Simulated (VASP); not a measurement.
Runs of VASP 6.6.1 on ScAl. The structure is that of space group Cmcm (No. 63), or close to it. The cells are those of the table. 

```csv
cell,gap on the mesh (eV),pressure (GPa),largest force (eV/Å)
"a = 5.897, b = 5.897, c = 3.916 Å, angles 90.0, 90.0, 135.2°, 4 atoms",none,-10.1,0.09
"a = 5.523, b = 5.523, c = 3.668 Å, angles 90.0, 90.0, 135.2°, 4 atoms",none,1.6,0.29
"a = 5.826, b = 5.826, c = 3.869 Å, angles 90.0, 90.0, 135.2°, 4 atoms",none,(b),0.06
"a = 5.602, b = 5.602, c = 3.720 Å, angles 90.0, 90.0, 135.2°, 4 atoms",none,-1.8,0.19
"a = 5.753, b = 5.753, c = 3.821 Å, angles 90.0, 90.0, 135.2°, 4 atoms",none,-6.8,0.03
"a = 5.678, b = 5.678, c = 3.771 Å, angles 90.0, 90.0, 135.2°, 4 atoms",none,-4.6,0.10
"a = 5.442, b = 5.442, c = 3.614 Å, angles 90.0, 90.0, 135.2°, 4 atoms",none,(a),0.41
```

Alike in all rows: task single point; level PBEsol+D3(BJ); potentials or basis VASP PAW PBE potentials, release 64 (Sc_sv, Al); no spin polarisation; k mesh 6 × 6 × 6; cutoff (eV) 520; smearing fermi-dirac 0.1 eV.

Problem. Fill in the values left out.

Solution. (a) 5.8; (b) -8.6.

Caveats: three body term missing; the PAW data sets were made with another functional, which shifts forces and pressure a little; the cell stands under tension (at least some runs); the cell stands under pressure (at least some runs).

A gap of «none» marks levels without a gap at the run's occupations.
